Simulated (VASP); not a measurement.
Crystal: Pb.

```
Pb
1.0
     3.39135    0.00000    0.00000
    -1.69567    2.93699    0.00000
     0.00000    0.00000    3.16879
Pb
1
Cartesian
  0.0000 0.0000 0.0000
```

This isn't the form of Pb at room conditions, which is fcc.

```yaml
Program: VASP 6.6.1
Task: relaxation of cell and atoms
Functional: PBEsol
Potentials_or_basis: VASP PAW PBE potentials, release 64 (Pb_d)
Cutoff: 600 eV
k_mesh: 18 × 18 × 18
Occupations: gaussian, width 0.1 eV
Spin: no spin polarisation
```

At the start: pressure -0.7 GPa; volume 31.56 Å³/atom.

Q: How do energy, volume and symmetry change on relaxing?

A: Over 5 steps the energy falls by 3.8 meV/atom and the volume is 31.09 Å³/atom (-1.5 %); space group P6/mmm (No. 191, to 0.1 Å) before and after.

Step by step:
```csv
step,energy change (eV),largest force (eV/Å),pressure (GPa),volume (Å³)
1,0.0000,0.0000,-0.72,31.56
2,-0.0037,0.0000,0.21,30.92
3,-0.0038,0.0000,0.13,30.98
4,-0.0038,0.0000,0.11,31.00
5,-0.0038,0.0000,-0.04,31.09
```

Final structure:
```cif
data_structure
_symmetry_space_group_name_H-M 'P 1'
_symmetry_Int_Tables_number 1
_cell_length_a 3.3523
_cell_length_b 3.3523
_cell_length_c 3.1943
_cell_angle_alpha 90.000
_cell_angle_beta 90.000
_cell_angle_gamma 120.000
_cell_volume 31.09
loop_
_atom_site_label
_atom_site_type_symbol
_atom_site_fract_x
_atom_site_fract_y
_atom_site_fract_z
_atom_site_occupancy
Pb1 Pb 0.00000 0.00000 0.00000 1
```

Caveat: the PAW data sets were made with another functional, which shifts forces and pressure a little.
